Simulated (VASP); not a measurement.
Runs of VASP 6.6.1 on SiC. The structure is that of space group P6_3mc (No. 186), or close to it. The cells are those of the table. 

```csv
task,cell,k mesh,cutoff (eV),smearing,gap on the mesh (eV),pressure (GPa),largest force (eV/Å)
single point,"a = 2.999, b = 2.999, c = 9.812 Å, angles 90.0, 90.0, 120.0°, 8 atoms",12 × 12 × 4,520,gaussian 0.02 eV,2.24,24.0,0.01
single point,"a = 3.094, b = 3.094, c = 10.129 Å, angles 90.0, 90.0, 120.0°, 8 atoms",12 × 12 × 4,520,gaussian 0.02 eV,2.22,0.0,-
single point,"a = 3.076, b = 3.076, c = 10.071 Å, angles 90.0, 90.0, 120.0°, 8 atoms",6 × 6 × 2,520,gaussian 0.1 eV,2.22,3.9,0.01
relaxation of cell and atoms,"relaxed from a = 3.076, b = 3.076, c = 10.071 Å, angles 90.0, 90.0, 120.0°, 8 atoms",12 × 12 × 4,600,gaussian 0.02 eV,2.22,0.0,-
single point,"a = 2.966, b = 2.966, c = 9.702 Å, angles 90.0, 90.0, 120.0°, 8 atoms",12 × 12 × 4,520,gaussian 0.02 eV,2.24,(c),0.01
single point,"a = 3.063, b = 3.063, c = 10.027 Å, angles 90.0, 90.0, 120.0°, 8 atoms",12 × 12 × 4,520,gaussian 0.02 eV,2.23,6.8,0.01
single point,"a = 3.193, b = 3.193, c = 10.460 Å, angles 90.0, 90.0, 120.0°, 8 atoms",12 × 12 × 4,520,gaussian 0.02 eV,(a),(b),-
single point,"a = 3.154, b = 3.154, c = 10.330 Å, angles 90.0, 90.0, 120.0°, 8 atoms",12 × 12 × 4,520,gaussian 0.02 eV,2.20,-11.1,0.01
```

Alike in all rows: level PBE; potentials or basis VASP PAW PBE potentials, release 64 (Si, C); no spin polarisation.

**Question.** Fill in the values left out.

**Answer.** (a) 2.19; (b) -16.8; (c) 34.8.

A k mesh can miss the band edges.
